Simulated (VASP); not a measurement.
# MnS: single point with r2SCAN+D4+U

Crystal: MnS.

```
Mn S
1.0
     0.00000    2.60450    2.60450
     2.60450    0.00000    2.60450
     2.60450    2.60450    0.00000
Mn S
1 1
Direct
  0.00000 0.00000 0.00000
  0.50000 0.50000 0.50000
```

```json
{"Program": "VASP 6.6.1", "Task": "single point", "Functional": "r2SCAN", "Dispersion": "D4", "Potentials or basis": "VASP PAW PBE potentials, release 64 (Mn_pv, S)", "Cutoff": "520 eV", "k mesh": "9 × 9 × 9", "Occupations": "methfessel-paxton, width 0.025 eV", "Spin": "collinear spin, ferromagnetic start", "Starting moments": "[2.0, 3.0] μB", "Hubbard terms": "Mn d U = 6.2 eV", "Dipole correction": "no", "Further INCAR settings": "ALGO = Normal; EDIFF = 1e-06; NBANDS = 20"}
```

```json
{"Pressure": "4.4 GPa", "Band gap on the k mesh": "1.93 eV (least direct gap 3.90 eV)", "Net moment": "5.00 μB per cell", "Site moments": "Mn +4.71; S +0.05 μB", "Valence electrons inside the program's atomic spheres": "Mn 11.27; S 3.83", "Dispersion energy per atom": "-0.145 eV"}
```

Levels at points of the mesh, in eV from the valence-band top:
Spin up:
| k point | band 8 | band 9 | band 10 | band 11 | band 12 | band 13 | band 14 | band 15 | band 16 | band 17 |
| --- | --- | --- | --- | --- | --- | --- | --- | --- | --- | --- |
| (0.00, 0.00, 0.00) | -5.83 | -5.83 | -1.08 | -1.08 | -1.08 | 3.00 | 9.18 | 9.18 | 9.18 | 11.88 |
Spin down:
```
           k point  band 4  band 5  band 6  band 7  band 8  band 9  band 10  band 11
(0.00, 0.00, 0.00)  -14.07   -0.90   -0.90   -0.90    4.07    4.07     4.07     4.27
```

Eigenvalues of the final occupation matrices:
| site | spin | trace | eigenvalues |
| --- | --- | --- | --- |
| site 1 d | 1 | 4.77 | 0.95 0.95 0.95 0.97 0.97 |
| site 1 d | 2 | 0.14 | 0.01 0.01 0.01 0.05 0.05 |

Run time: 4 min on 1 thread of Intel Xeon 8259CL, on a shared host, peak memory 0.2 GiB.

Caveat: the cell stands under pressure; the PAW data sets were made with another functional, which shifts forces and pressure a little; an odd mesh through Γ misses points on the zone boundary, where band edges can lie; a cell with one magnetic atom can't hold antiferromagnetic order, which such compounds often take.
